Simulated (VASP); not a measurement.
# SnTe (zincblende type) (F-43m) in VASP: relaxation of cell and atoms with PBE

Aim: the relaxation of cell and atoms of SnTe (zincblende type) with PBE.

Everything below comes from runs of VASP 6.6.1. Logs are shortened: lines on timing, memory, paths and dates and some standing lists are left out, and cuts for length are marked.

## (1) The cell of the first run

It takes space group F-43m (No. 216, cubic). The conventional cell has a = 6.087 Å, b = 6.087 Å, c = 6.087 Å, α = 90.00°, β = 90.00°, γ = 90.00°. Sn (site symmetry -43m) has 4 Te at 2.64 Å within 3.5 Å. Te (site symmetry -43m) has 4 Sn at 2.64 Å within 3.5 Å.

## (2) Relaxation of cell and atoms, PBE, target pressure 32 GPa, at which the enthalpy is minimised

INCAR reads:

```
SYSTEM = SnTe
PREC = Accurate ; ENCUT = 600
EDIFF = 1E-7 ; ISMEAR = -1
SIGMA = 0.05 ; LREAL = .FALSE.
LASPH = .TRUE. ; NELM = 60
ALGO = Normal ; ISIF = 3
LWAVE = .FALSE. ; LCHARG = .FALSE.
GGA = PE ; IBRION = 2
NSW = 32 ; EDIFFG = -0.005
PSTRESS = 320.0
```

KPOINTS reads:

```
regular mesh
0
G
  12 12 12
  0 0 0
```

POSCAR reads:

```
SnTe
1.0
    0.0000000000      3.0433873167      3.0433873167
    3.0433873167      0.0000000000      3.0433873167
    3.0433873167      3.0433873167      0.0000000000
Sn Te
1 1
Direct
    0.0000000000      0.0000000000      0.0000000000
    0.2500000000      0.2500000000      0.2500000000
```

Potentials or basis: VASP PAW PBE potentials, release 64 (Sn_d, Te).

Started as:

```bash
$ cat potpaw_PBE.64/Sn_d/POTCAR potpaw_PBE.64/Te/POTCAR > POTCAR
$ mpirun -np 1 vasp_std > vasp.out
```

OUTCAR:

```text
SYSTEM = SnTe
   PREC = Accurate
   ENCUT = 600
   EDIFF = 1E-7
   ISMEAR = -1
   LREAL = .FALSE.
   LASPH = .TRUE.
   NELM = 60
   ISIF = 3
   GGA = PE
   IBRION = 2
   NSW = 32
   EDIFFG = -0.005
   PSTRESS = 320.0

 ion  position               nearest neighbor table
   1  0.000  0.000  0.000-   2 2.64   2 2.64   2 2.64   2 2.64
   2  0.250  0.250  0.250-   1 2.64   1 2.64   1 2.64   1 2.64

  LATTYP: Found a face centered cubic cell.
 ALAT       =     6.0867746334

  Lattice vectors:

 A1 = (   0.0000000000,   3.0433873167,   3.0433873167)
 A2 = (   3.0433873167,   0.0000000000,   3.0433873167)
 A3 = (   3.0433873167,   3.0433873167,   0.0000000000)

Analysis of symmetry for initial positions (statically):
=====================================================================
 Subroutine PRICEL returns:
 Original cell was already a primitive cell.

 Routine SETGRP: Setting up the symmetry group for a
 face centered cubic supercell.

 Subroutine GETGRP returns: Found 24 space group operations
 (whereof 24 operations were pure point group operations)
 out of a pool of 48 trial point group operations.

The static configuration has the point symmetry T_d .

Analysis of symmetry for dynamics (positions and initial velocities):
=====================================================================
 Subroutine PRICEL returns:
 Original cell was already a primitive cell.

 Routine SETGRP: Setting up the symmetry group for a
 face centered cubic supercell.

 Subroutine GETGRP returns: Found 24 space group operations
 (whereof 24 operations were pure point group operations)
 out of a pool of 48 trial point group operations.

The dynamic configuration has the point symmetry T_d .

 Subroutine INISYM returns: Found 24 space group operations
 (whereof 24 operations are pure point group operations),
 and found     1 'primitive' translations

----------------------------------------------------------------------------------------

                                     Primitive cell

  volume of cell :      56.3770

  direct lattice vectors                    reciprocal lattice vectors
     0.000000000  3.043387317  3.043387317    -0.164290624  0.164290624  0.164290624
     3.043387317  0.000000000  3.043387317     0.164290624 -0.164290624  0.164290624
     3.043387317  3.043387317  0.000000000     0.164290624  0.164290624 -0.164290624

  length of vectors
     4.303999619  4.303999619  4.303999619     0.284559707  0.284559707  0.284559707
[... 93 lines left out ...]
   NUPDOWN=      -1.0000    fix difference up-down
   EMIN   =  10.00;   EMAX   =-10.00  energy-range for DOS
   EFERMI =   0.00;   METHOD = LEGACY
   ISMEAR =    -1;   SIGMA  =   0.05  broadening in eV -4-tet -1-fermi 0-gaus
   EFERMI_NEDOS =   21; number of points for ismear=-14 and -15
   IALGO  =     38    algorithm
   IMIX   =      4    mixing-type and parameters
     AMIX     =   0.40;   BMIX     =  1.00
     AMIX_MAG =   1.60;   BMIX_MAG =  1.00
  volume/ion in A,a.u.               =      28.19       190.23
  Fermi-wavevector in a.u.,A,eV,Ry     =   1.158913  2.190029 18.273713  1.343080
  Thomas-Fermi vector in A             =   2.295511
   LORBIT       =      0    0 simple, 1 ext, 2 COOP (PROOUT), +10 PAW based schemes
   GGA     = PE    functional components
   LHFCALC =     F    Hartree Fock is set to
   AEXX    =    0.0000 exact exchange contribution
   IVDW    =     0    specifies the selected vdW correction
   LEPSILON=     F    determine dielectric tensor
   LRPA    =     F    only Hartree local field effects (RPA)
 conjugate gradient relaxation of ions
 non-spin polarized calculation
  energy-cutoff  :      600.00
  volume of cell :       56.38
 maximum number of plane-waves:      1899
   NGX = 17   NGY = 17   NGZ = 17

 number of electron      20.0000002 magnetization

 Free energy of the ion-electron system (eV)
  ---------------------------------------------------
  ext. energy  EPLUGINS =         0.00000000
  ---------------------------------------------------
  free energy    TOTEN  =        -4.62150474 eV

  energy without entropy =       -4.61374788  energy(sigma->0) =       -4.61762631

 E-fermi :   8.8098     XC(G=0):  -9.7795

 val. band max:        8.7475554713   @ k =   0.2500   0.2500   0.0000
 cond. band min:       8.8254662497   @ k =   0.3333   0.2500   0.0833
 fundamental gap:      0.0779107784
 Fermi energy:         8.8098430699

 k-point     1 :       0.0000    0.0000    0.0000
  band No.  band energies     occupation
      1     -13.7361      2.00000
      2     -13.7361      2.00000
      3     -13.7361      2.00000
      4     -13.6489      2.00000
      5     -13.6489      2.00000
      6      -6.3953      2.00000
      7       5.5894      2.00000
      8       5.5894      2.00000
      9       5.5894      2.00000
     10       5.6271      2.00000
     11       9.1759      0.00132
     12       9.1759      0.00132
     13       9.1759      0.00132
     14      12.6746      0.00000
[... 377 lines left out ...]
      1     -13.7642      2.00000
      2     -13.7183      2.00000
      3     -13.7174      2.00000
      4     -13.6505      2.00000
      5     -13.6486      2.00000
      6      -4.7443      2.00000
      7      -0.5436      2.00000
      8       3.1113      2.00000
      9       4.2388      2.00000
     10       7.8327      2.00000
     11      10.1329      0.00000
     12      10.9663      0.00000
     13      13.0934      0.00000
     14      14.5129      0.00000

 [... further k-points ...]

------------------------ aborting loop because EDIFF is reached ----------------------------------------

  FORCE on cell =-STRESS in cart. coord.  units (eV):
  Direction    XX          YY          ZZ          XY          YZ          ZX
  --------------------------------------------------------------------------------------
  -------------------------------------------------------------------------------------
  Total       11.2594172     11.2594172     11.2594172     -0.0000000     -0.0000000     -0.0000000
  in kB      319.9814619    319.9814619    319.9814619     -0.0000000     -0.0000000     -0.0000000
  external PRESSURE =      -0.0185381 kB  Pullay stress =     320.0000000 kB

 VOLUME and BASIS-vectors are now :
 -----------------------------------------------------------------------------
  energy-cutoff  :      600.00
  volume of cell :       56.38
      direct lattice vectors                 reciprocal lattice vectors
     0.000000000  3.043387317  3.043387317    -0.164290624  0.164290624  0.164290624
     3.043387317  0.000000000  3.043387317     0.164290624 -0.164290624  0.164290624
     3.043387317  3.043387317  0.000000000     0.164290624  0.164290624 -0.164290624

 POSITION                                       TOTAL-FORCE (eV/Angst)
 -----------------------------------------------------------------------------------
      0.00000      0.00000      0.00000         0.000000      0.000000      0.000000
      1.52169      1.52169      1.52169        -0.000000     -0.000000     -0.000000
 -----------------------------------------------------------------------------------
    total drift:                                0.000000      0.000000     -0.000000

  FREE ENERGIE OF THE ION-ELECTRON SYSTEM (eV)
  ---------------------------------------------------
  free  energy   TOTEN  =        -4.6215047448 eV

  energy  without entropy=       -4.6137478841  energy(sigma->0) =       -4.61762631

  enthalpy is  TOTEN    =         6.6385647444 eV   P V=       11.2600694892

 reached required accuracy - stopping structural energy minimisation
```

CONTCAR:

```text
SnTe
   1.00000000000000
     0.0000000000000000    3.0433873167000001    3.0433873167000001
     3.0433873167000001    0.0000000000000000    3.0433873167000001
     3.0433873167000001    3.0433873167000001    0.0000000000000000
  Sn              Te
     1     1
Direct
     0.0000000000000000    0.0000000000000000    0.0000000000000000
     0.2500000000000000    0.2500000000000000    0.2500000000000000

  0.00000000E+00  0.00000000E+00  0.00000000E+00
  0.00000000E+00  0.00000000E+00  0.00000000E+00
```

It took 26 s on 1 thread of Intel Xeon 6975P-C (Granite Rapids), shared host; peak memory 0.25 GiB.

What came out:

| Property | Result |
| --- | --- |
| Free energy | -4.6215 eV |
| Pressure after relaxing | 32.0 GPa |
| Band gap on the k mesh | zero (band 10 reaches 9.79 eV, above the bottom of band 11 at 7.57 eV) |

Final structure:
```
Sn Te
1.0
     0.00000    3.04339    3.04339
     3.04339    0.00000    3.04339
     3.04339    3.04339    0.00000
Sn Te
1 1
Direct
  0.00000 0.00000 0.00000
  0.25000 0.25000 0.25000
```

Caveat: the relaxation stopped at its first step, so nothing moved; the cell is relaxed towards a set pressure, so the enthalpy falls and the energy may rise; spin-orbit coupling is left out, which moves the levels of the heavy elements.
